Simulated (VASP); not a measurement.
# Si63O (a cell with a defect) in VASP: single point with PBE

Aim: the single point of Si63O (a cell with a defect) with PBE.

Everything below comes from runs of VASP 6.6.1. Logs are shortened: lines on timing, memory, paths and dates and some standing lists are left out, and cuts for length are marked.

## (1) The cell of the first run

The cell holds a defect, 64 atoms: a = 10.161 Å, b = 10.690 Å, c = 14.247 Å, α = 108.32°, β = 92.88°, γ = 109.83°.

## (2) Single point, PBE, collinear spin

File INCAR:

```
SYSTEM = Si63O
  PREC = Accurate
  ENCUT = 520
  EDIFF = 1E-6
  ISMEAR = 0
  SIGMA = 0.05
  LREAL = Auto
  LASPH = .TRUE.
  NELM = 150
  ALGO = Normal
  ISIF = 2
  LWAVE = .FALSE.
  LCHARG = .FALSE.
  ISPIN = 2
  MAGMOM = 0.2 0 0 0 0 0 0 0 0 0 0 0 0 0 0 0 0 0 0 0 0.2 0 0 0 0 0 0 0.2 0 0 0 0 0.2 0 0 0 0 0 0 0 0 0 0 0 0 0 0 0 0 0 0 0 0 0 0.2 0 0 0 0 0 0 0 0 0
  LORBIT = 11
  GGA = PE
  NBANDS = 171
  NELECT = 257.0
```

File KPOINTS:

```
regular mesh
0
G
  1 1 1
  0 0 0
```

File POSCAR:

```
Si63O
1.0
    6.6508880000      6.6508890000      3.8447710000
   -9.9763330000      3.3254440000      1.9223860000
    3.3254440000     -9.9763330000      9.6119280000
O Si
1 63
Direct
    0.0647094852      0.8340418455      0.9328723092
    0.3739030771      0.7088645418      0.7069703399
    0.1387520618      0.7098138989      0.2067775974
    0.6337649303      0.4555770129      0.4552133670
    0.8908974077      0.2001436830      0.2015738937
    0.3847747238      0.4566118874      0.9558595965
    0.6358408479      0.2007881429      0.7071365263
    0.1331623384      0.4567328548      0.4555222219
    0.3903288288      0.2127070186      0.2011953870
    0.1336840405      0.2002841826      0.7021559170
    0.8853800338      0.9553326758      0.4482397933
    0.6382716068      0.9648222636      0.9566807322
    0.8760877485      0.6991029173      0.7069588210
    0.3837729140      0.9559118154      0.4626968298
    0.6314914728      0.7141114051      0.2024983596
    0.8847261412      0.4569438373      0.9544331730
    0.1192690526      0.5521445963      0.0458565418
    0.3652790832      0.2950123874      0.7958065579
    0.6209852519      0.0458038128      0.5465624138
    0.1220784160      0.2972602934      0.2970784170
    0.3494890891      0.0634570093      0.0344141266
    0.1160198158      0.0443859180      0.5415931193
    0.8708506844      0.8013113431      0.2847357993
    0.6096563305      0.7995029996      0.7954815669
    0.8666304129      0.5449395951      0.5464145346
    0.3692131358      0.8022436189      0.3007551128
    0.6148096776      0.5465177557      0.0477058978
    0.0950197456      0.7783543791      0.8146680394
    0.3662892266      0.5508834077      0.5476196935
    0.8706884551      0.2885689535      0.7999471697
    0.6237704216      0.3010236051      0.2943040982
    0.8815818085      0.0436358199      0.0392487364
    0.0733571552      0.1384849374      0.9630176020
    0.2767205670      0.8870515481      0.7215399653
    0.5484109070      0.6383534120      0.4583411625
    0.0554688385      0.8862856957      0.1920051783
    0.3000327544      0.6391586467      0.9568287409
    0.0441361711      0.6378177284      0.4564944350
    0.8045371037      0.3855672009      0.2047938222
    0.5418826010      0.3793687153      0.7041844549
    0.7944483234      0.1345375052      0.4530625470
    0.3008080157      0.3946207266      0.2095827837
    0.5480696605      0.1438693904      0.9578543316
    0.0415336432      0.3768211067      0.7051512256
    0.2961581676      0.1331639179      0.4529859718
    0.7973750647      0.8846438644      0.7080855288
    0.5359382491      0.8921040126      0.2030712452
    0.7836678172      0.6271675189      0.9517896317
    0.2007572693      0.6081224675      0.7961592928
    0.4535199980      0.3663716931      0.5444698812
    0.7071733868      0.1180674999      0.2922774269
    0.2087713647      0.3748953551      0.0494837190
    0.4541637864      0.1159944818      0.7962299174
    0.2132853713      0.1173236351      0.2907593773
    0.9615309908      0.8516697440      0.0229417250
    0.7139119358      0.8686796253      0.5456090872
    0.9580060270      0.6214154387      0.2943747191
    0.4451963478      0.8814304394      0.0420640841
    0.6928801746      0.6133627335      0.7932519626
    0.2018151625      0.8683125548      0.5542611671
    0.4615472508      0.6257455348      0.2989744991
    0.9552482608      0.3653977272      0.5457032553
    0.7105540486      0.3727135470      0.0478092644
    0.9699676797      0.1109788796      0.8006522884
```

Potentials or basis: VASP PAW PBE potentials, release 64 (O, Si).

Run with:

```sh
$ cat potpaw_PBE.64/O/POTCAR potpaw_PBE.64/Si/POTCAR > POTCAR
$ mpirun -np 1 vasp_gam > vasp.out
```

OUTCAR:

```text
SYSTEM = Si63O
   PREC = Accurate
   ENCUT = 520
   EDIFF = 1E-6
   ISMEAR = 0
   LREAL = Auto
   LASPH = .TRUE.
   NELM = 150
   ISIF = 2
   ISPIN = 2
   LORBIT = 11
   GGA = PE
   NELECT = 257.0

 ion  position               nearest neighbor table
   1  0.065  0.834  0.933-  28 1.68  55 1.70
   2  0.374  0.709  0.707-  29 2.34  24 2.37  49 2.38  34 2.39
   3  0.139  0.710  0.207-  17 2.33  26 2.35  57 2.37  36 2.37
   4  0.634  0.456  0.455-  31 2.34  25 2.36  35 2.38  50 2.39
   5  0.891  0.200  0.202-  20 2.36  32 2.37  51 2.40  39 2.41
   6  0.385  0.457  0.956-  18 2.34  27 2.34  52 2.38  37 2.38
   7  0.636  0.201  0.707-  19 2.33  53 2.38  30 2.39  40 2.42
[... 11 lines left out ...]
  19  0.621  0.046  0.547-   7 2.33  14 2.36  56 2.38  41 2.38
  20  0.122  0.297  0.297-   8 2.33   5 2.36  54 2.38  42 2.39
  21  0.349  0.063  0.034-   9 2.33  43 2.37  58 2.48
  22  0.116  0.044  0.542-  10 2.32  11 2.35  60 2.38  45 2.38
  23  0.871  0.801  0.285-  11 2.36  15 2.38  57 2.41  36 2.44
  24  0.610  0.800  0.795-  12 2.35   2 2.37  59 2.40  46 2.41
  25  0.867  0.545  0.546-  13 2.34   4 2.36  62 2.38  38 2.39
  26  0.369  0.802  0.301-  14 2.34   3 2.35  61 2.37  47 2.39
  27  0.615  0.547  0.048-  15 2.32   6 2.34  48 2.35  63 2.37
  28  0.095  0.778  0.815-   1 1.68  13 2.36  49 2.36  34 2.51
  29  0.366  0.551  0.548-   2 2.34   8 2.36  35 2.39  50 2.41
  30  0.871  0.289  0.800-  16 2.33  44 2.38   7 2.39  64 2.44
  31  0.624  0.301  0.294-   4 2.34  51 2.37  39 2.38   9 2.38
  32  0.882  0.044  0.039-  33 2.36   5 2.37  55 2.40  12 2.42
  33  0.073  0.138  0.963-  52 2.30  32 2.36  64 2.38
  34  0.277  0.887  0.722-  53 2.36   2 2.39  60 2.39  28 2.51
  35  0.548  0.638  0.458-  61 2.34  56 2.34   4 2.38  29 2.39
  36  0.055  0.886  0.192-  54 2.36   3 2.37  55 2.41  23 2.44
  37  0.300  0.639  0.957-  49 2.33  58 2.37  17 2.38   6 2.38
  38  0.044  0.638  0.456-  60 2.35  57 2.36  25 2.39   8 2.40
  39  0.805  0.386  0.205-  63 2.33  57 2.35  31 2.38   5 2.41
[... 23 lines left out ...]
  63  0.711  0.373  0.048-  43 2.33  39 2.33  16 2.37  27 2.37
  64  0.970  0.111  0.801-  46 2.36  10 2.38  33 2.38  30 2.44

  LATTYP: Found a triclinic cell.
 ALAT       =    10.1612449887
 B/A-ratio  =     3.0241273988
 C/A-ratio  =     1.1803256044
 COS(alpha) =     0.0006103648
 COS(beta)  =     0.5449076326
 COS(gamma) =     0.7560318497

  Lattice vectors:

 A1 = (  -6.6508880000,  -6.6508890000,  -3.8447710000)
 A2 = ( -26.6035530000,  -0.0000010000, -15.3790840000)
 A3 = (   3.3254450000,  -9.9763330000,  -5.7671570000)

Analysis of symmetry for initial positions (statically):
=====================================================================
 Subroutine PRICEL returns:
 Original cell was already a primitive cell.

[... 279 lines left out ...]
  ---------------------------------------------------
  free energy    TOTEN  =      -345.26221346 eV

  energy without entropy =     -345.21831980  energy(sigma->0) =     -345.24026663

 E-fermi :   4.8341     XC(G=0):  -9.0552

 val. band max:        4.8174977853   @ k =   0.0000   0.0000   0.0000
 cond. band min:       5.7220277639   @ k =   0.0000   0.0000   0.0000
 fundamental gap:      0.9045299786
 Fermi energy:         4.8340689056

 spin component 1

 k-point     1 :       0.0000    0.0000    0.0000
  band No.  band energies     occupation
      1     -15.0990      1.00000
      2      -6.6004      1.00000
      3      -6.0129      1.00000
      4      -5.9281      1.00000
      5      -5.6096      1.00000
      6      -5.5054      1.00000
[... 132 lines left out ...]
    139       6.6418      0.00000
    140       6.7075      0.00000
 Fermi energy:         4.8340689056

 spin component 2

 k-point     1 :       0.0000    0.0000    0.0000
  band No.  band energies     occupation
      1     -15.0990      1.00000
      2      -6.6003      1.00000
      3      -6.0128      1.00000
      4      -5.9280      1.00000
      5      -5.6095      1.00000
      6      -5.5053      1.00000
[... 132 lines left out ...]
    139       6.6419      0.00000
    140       6.7076      0.00000
 [bands above 140 left out]

------------------------ aborting loop because EDIFF is reached ----------------------------------------

  FORCE on cell =-STRESS in cart. coord.  units (eV):
  Direction    XX          YY          ZZ          XY          YZ          ZX
  --------------------------------------------------------------------------------------
  -------------------------------------------------------------------------------------
  Total      -15.0035911    -10.4228771      3.0450324    -10.3551847      0.9687535    -10.2347726
  in kB      -17.6679417    -12.2737806      3.5857719    -12.1940674      1.1407856    -12.0522723
  external PRESSURE =      -8.7853168 kB  Pullay stress =       0.0000000 kB

 VOLUME and BASIS-vectors are now :
 -----------------------------------------------------------------------------
  energy-cutoff  :      520.00
  volume of cell :     1360.57
      direct lattice vectors                 reciprocal lattice vectors
     6.650888000  6.650889000  3.844771000     0.037588962  0.075177924  0.065023377
    -9.976333000  3.325444000  1.922386000    -0.075177924  0.037588958  0.065023369
     3.325444000 -9.976333000  9.611928000     0.000000004 -0.037588961  0.065023374

 POSITION                                       TOTAL-FORCE (eV/Angst)
 -----------------------------------------------------------------------------------
     -4.78809     -6.10271     10.81884        -0.017306     -0.022387      0.000471
     -2.23409     -2.20889      9.59563         0.067396     -0.011904     -0.034082
     -5.47089      1.22039      3.88554        -0.006484      0.053451     -0.068717
      1.18390      1.18874      7.68795        -0.031282      0.027036     -0.040561
      4.59888      4.57986      5.74756         0.009594      0.011515     -0.009756
      1.18244     -5.45844     11.54481         0.033706     -0.027316     -0.036696
[... 56 lines left out ...]
      1.16649      5.48829      3.90796         0.070647     -0.110236     -0.000379
      8.00651     -1.16737     11.63846         0.064684     -0.072365      0.015464
 -----------------------------------------------------------------------------------
    total drift:                               -0.018294     -0.005055      0.000862

  FREE ENERGIE OF THE ION-ELECTRON SYSTEM (eV)
  ---------------------------------------------------
  free  energy   TOTEN  =      -345.2622134628 eV

  energy  without entropy=     -345.2183198044  energy(sigma->0) =     -345.24026663

 total charge

# of ion       s       p       d       tot
------------------------------------------
    1        1.558   3.577   0.000   5.135
    2        0.749   0.920   0.000   1.670
    3        0.753   0.928   0.000   1.681
    4        0.753   0.920   0.000   1.673
    5        0.751   0.905   0.000   1.656
    6        0.752   0.928   0.000   1.679
[... 56 lines left out ...]
   63        0.757   0.929   0.000   1.686
   64        0.759   0.897   0.000   1.655
--------------------------------------------------
tot         49.141  61.081   0.000 110.221

 magnetization (x)

# of ion       s       p       d       tot
------------------------------------------
    1        0.000  -0.000   0.000  -0.000
    2        0.000   0.000   0.000   0.000
    3        0.000   0.000   0.000   0.000
    4       -0.000   0.000   0.000   0.000
    5        0.000   0.000   0.000   0.000
    6        0.000   0.000   0.000   0.000
[... 56 lines left out ...]
   63        0.000   0.000   0.000   0.000
   64        0.000   0.000   0.000   0.000
--------------------------------------------------
tot          0.000   0.001   0.000   0.001
```

It took 40 min on 1 thread of Intel Xeon 8259CL, shared host; peak memory 1.7 GiB.

Results:

```yaml
Free_energy: -345.2622 eV
Largest_force: 0.152 eV/Å
Net_moment: 0.00 μB per cell
Valence_electrons_inside_the_program's_atomic_spheres: O 5.13; Si 1.67, 1.68, 1.66, 1.65, 1.69, 1.60, 1.59, 1.62, 1.70, 1.63 (each value once)
```

Forces on the atoms (eV/Å):
```
O   -0.017 -0.022  0.000
Si   0.067 -0.012 -0.034
Si  -0.006  0.053 -0.069
Si  -0.031  0.027 -0.041
Si   0.010  0.012 -0.010
Si   0.034 -0.027 -0.037
Si  -0.014  0.061 -0.031
Si   0.035 -0.002 -0.023
Si  -0.021  0.002 -0.018
Si   0.055 -0.015 -0.006
Si   0.074 -0.045 -0.050
Si   0.018  0.005 -0.013
Si  -0.032  0.054 -0.038
Si  -0.017  0.037 -0.065
Si   0.053 -0.047 -0.027
Si  -0.015  0.071 -0.034
Si   0.010 -0.049  0.016
Si  -0.055  0.002  0.054
Si   0.022 -0.039  0.043
Si  -0.008  0.005  0.011
Si  -0.015  0.021  0.010
Si  -0.066  0.025  0.056
Si  -0.043  0.053  0.069
Si  -0.032  0.024  0.046
Si   0.012 -0.035  0.031
Si   0.012 -0.037  0.033
Si  -0.040  0.016  0.015
Si   0.013 -0.046  0.010
Si  -0.021  0.020  0.025
Si   0.025 -0.060  0.020
Si  -0.014 -0.020  0.018
Si   0.025 -0.028 -0.002
Si  -0.017  0.022 -0.005
Si  -0.058  0.042  0.024
Si   0.003 -0.013  0.002
Si  -0.060  0.025  0.034
Si  -0.080  0.093  0.004
Si  -0.020  0.024 -0.005
Si   0.007  0.017 -0.005
Si  -0.036  0.079 -0.010
Si  -0.107  0.074  0.005
Si  -0.001  0.001 -0.011
Si  -0.016  0.011 -0.014
Si  -0.118  0.089  0.004
Si  -0.060  0.068 -0.005
Si   0.000 -0.013 -0.009
Si  -0.097  0.085 -0.007
Si  -0.050  0.010 -0.005
Si   0.022 -0.005  0.009
Si   0.009 -0.026  0.013
Si   0.020  0.006 -0.003
Si   0.078 -0.048  0.005
Si   0.091 -0.094  0.015
Si   0.002 -0.008 -0.003
Si  -0.005  0.053 -0.019
Si   0.051 -0.037  0.004
Si   0.080 -0.103  0.004
Si   0.023 -0.007  0.000
Si   0.010 -0.031  0.003
Si   0.110 -0.104  0.003
Si   0.066 -0.033 -0.001
Si   0.002  0.000 -0.005
Si   0.071 -0.110  0.000
Si   0.065 -0.072  0.015
```

Caveat: the k points lie up to 0.67 Å⁻¹ apart; the cell carries a net charge on a neutralising background, which shifts energy and pressure; the cell is charged against a uniform background, so pressure and absolute levels hang on convention.
